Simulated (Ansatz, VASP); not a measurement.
## Two plane-wave programs on AlN

Contents of POSCAR:

```
AlN
1.0
    0.0000000000      1.9583023921      1.9583023921
    1.9583023921      0.0000000000      1.9583023921
    1.9583023921      1.9583023921      0.0000000000
Al N
1 1
Direct
    0.0000000000      0.0000000000      0.0000000000
    0.5000000000      0.5000000000      0.5000000000
```

INCAR.step1

```
SYSTEM = AlN
PREC = Accurate
ENCUT = 520
EDIFF = 1E-5
ISMEAR = 0
SIGMA = 0.01
LREAL = .False.
LASPH = .True.
NELM = 100
ALGO = Normal
ISIF = 2
LWAVE = .True.
LCHARG = .False.
GGA = PE
NBANDS = 11
```

File INCAR.step2:

```
SYSTEM = AlN
PREC = Accurate
ENCUT = 520
EDIFF = 1E-6
ISMEAR = 0
SIGMA = 0.01
LREAL = .False.
LASPH = .True.
NELM = 100
ALGO = Normal
ISIF = 2
LWAVE = .False.
LCHARG = .False.
GGA = PE
LHFCALC = .True.
HFSCREEN = 0.2079
PRECFOCK = Normal
ISTART = 1
NBANDS = 11
```

File KPOINTS:

```
Automatic mesh
0
Gamma
  8 8 8
  0 0 0
```

Input for Ansatz:

```yaml
crystal:
  lattice:
    - [0.0, 1.9583023921, 1.9583023921]
    - [1.9583023921, 0.0, 1.9583023921]
    - [1.9583023921, 1.9583023921, 0.0]
  atoms:
    - { symbol: Al, position: [0.0, 0.0, 0.0] }
    - { symbol: "N", position: [0.5, 0.5, 0.5] }
kpoints:
  mp_grid: { grid: [8, 8, 8] }
  band_path:
    path:
      - [0.0, 0.0, 0.0]
      - [0.5, 0.0, 0.5]
      - [0.625, 0.25, 0.625]
      - [0.375, 0.375, 0.75]
      - [0.5, 0.5, 0.5]
      - [0.5, 0.25, 0.75]
      - [0.0, 0.5, 0.5]
    npoints: 1
hamiltonian:
  xc: hse06
scf:
  occupations: { method: fixed }
  n_extra_bands: 4
output:
  forces: true
  stress: true
  eigenvalues: true
  write_density: true
  write_potential: true
  elf: true
  volumetric_format: npy
```

Change from the starting cell: hydrostatic strain -3.0%.

Alike in both runs: task single point; functional HSE06; k mesh 8 × 8 × 8; no spin polarisation.

|  | VASP | Ansatz |
| --- | --- | --- |
| version | VASP 6.6.1 | Ansatz 0.2.0 |
| potentials or method | VASP PAW PBE potentials, release 64 (Al, N) | plane waves, PAW |
| plane-wave cutoff (eV) | 520 | 420 |
| occupations | gaussian, width 0.01 eV | fixed |
| valence electrons in the cell | 8 | 8 |

```csv
,VASP,Ansatz,Ansatz less VASP
gap on the k mesh at the Fermi level (eV),6.48,6.39,-0.081
pressure (GPa),28.6,28.4,-0.15
```

Both programs put the cell under a high pressure, so it lies far from rest at this level. Ansatz's warnings: stress exchange threshold loose, stress scf threshold loose.
